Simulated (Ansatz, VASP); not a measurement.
One calculation of Al6H, two programs

```
CELL_PARAMETERS angstrom
5.71430 0.00000 0.00000
-2.85715 4.94873 0.00000
0.00000 0.00000 22.60164
ATOMIC_POSITIONS crystal
Al 0.33333 0.16667 0.17698
Al 0.33333 0.66667 0.17698
Al 0.83333 0.16667 0.17698
Al 0.83333 0.66667 0.17698
Al 0.16667 0.33333 0.27878
Al 0.16667 0.83333 0.27878
Al 0.66667 0.33333 0.27878
Al 0.66667 0.83333 0.27878
Al 0.00000 0.00000 0.38058
Al 0.00000 0.50000 0.38058
Al 0.50000 0.00000 0.38058
Al 0.50000 0.50000 0.38058
H 0.21211 0.42422 0.40049
H 0.28789 0.57578 0.40049
```

Alike in both runs: task single point; functional PBE; k mesh 6 × 6 × 1; occupations gaussian, width 0.1 eV; no spin polarisation.

|  | VASP | Ansatz |
| --- | --- | --- |
| version | VASP 6.6.1 | Ansatz 0.2.0 |
| potentials or method | VASP PAW PBE potentials, release 64 (Al, H), cutoff 520 eV | scalar-relativistic, plane waves, PAW |
| valence electrons in the cell | 38 | 38 |

Ansatz gave:

| Quantity | Value |
| --- | --- |
| gap on the k mesh at the Fermi level (eV) | none |
| rms of the force components (eV/Å) | 1.767 |

Question: Which values does VASP return?

Answer: gap on the k mesh at the Fermi level (eV): none; rms of the force components (eV/Å): 1.763.

Atom by atom the forces differ by 0.005 eV/Å (rms over components). A gap of «none» marks a metal or a gap that the smearing closes.
